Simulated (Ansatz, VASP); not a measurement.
One calculation of Bi, two programs

File INCAR:

```
SYSTEM = Bi
ALGO = Normal
EDIFF = 1E-7
ENCUT = 520
GGA = PS
ISIF = 2
ISMEAR = -1
LASPH = .True.
LCHARG = .False.
LREAL = .False.
LWAVE = .False.
NBANDS = 22
NELM = 80
PREC = Accurate
SIGMA = 0.1
```

Contents of KPOINTS:

```
k-points
0
Gamma
  12 12 6
  0 0 0
```

File POSCAR:

```
Bi
1.0
    3.4382551775      0.0000000000      0.0000000000
   -1.7191275888      2.9776163284      0.0000000000
    0.0000000000      0.0000000000      5.6381157802
Bi
2
Direct
    0.3333333333      0.6666666667      0.2500000000
    0.6666666667      0.3333333333      0.7500000000
```

Input for Ansatz:

```yaml
crystal:
  lattice:
    - [3.4382551775, 0.0, 0.0]
    - [-1.7191275888, 2.9776163284, 0.0]
    - [0.0, 0.0, 5.6381157802]
  atoms:
    - { symbol: Bi, position: [0.3333333333, 0.6666666667, 0.25] }
    - { symbol: Bi, position: [0.6666666667, 0.3333333333, 0.75] }
hamiltonian:
  xc: pbesol
  pseudopotentials:
    kind: paw
    azcp:
      Bi: "pseudopotentials/Bi.paw.azcp"
basis:
  ecutwfc: 420
  fft_grid_basis: typed
kpoints:
  mp_grid: { grid: [12, 12, 6], shift: [0, 0, 0] }
magnetization:
  spin_polarized: false
scf:
  occupations: { method: fermi_dirac, width: 0.1 }
  lower_state_search: "off"
output:
  stress: true
  write_density: true
  write_potential: true
  elf: true
  volumetric_format: npy
```

Alike in both runs: task single point; functional PBEsol; k mesh 12 × 12 × 6; occupations fermi-dirac, width 0.1 eV; no spin polarisation.

|  | VASP | Ansatz |
| --- | --- | --- |
| version | VASP 6.6.1 | Ansatz 0.2.0 |
| potentials or method | VASP PAW PBE potentials, release 64 (Bi_d), cutoff 520 eV | plane waves (420 eV) with PAW, scalar-relativistic |
| valence electrons in the cell | 30 | 30 |

VASP gave:

* pressure (GPa): 2.5
* traceless stress, the component that is largest in VASP (GPa): 0.51

Q: Which values does Ansatz return?

A: Pressure (GPa): 2.6; traceless stress, the component that is largest in VASP (GPa): 0.50.

VASP's potentials were made for PBE, not for PBEsol, and Ansatz warns of the same on its side. With one functional, cell and mesh, what is left measures potentials, basis and numerics.

Neither program's run includes spin-orbit coupling.
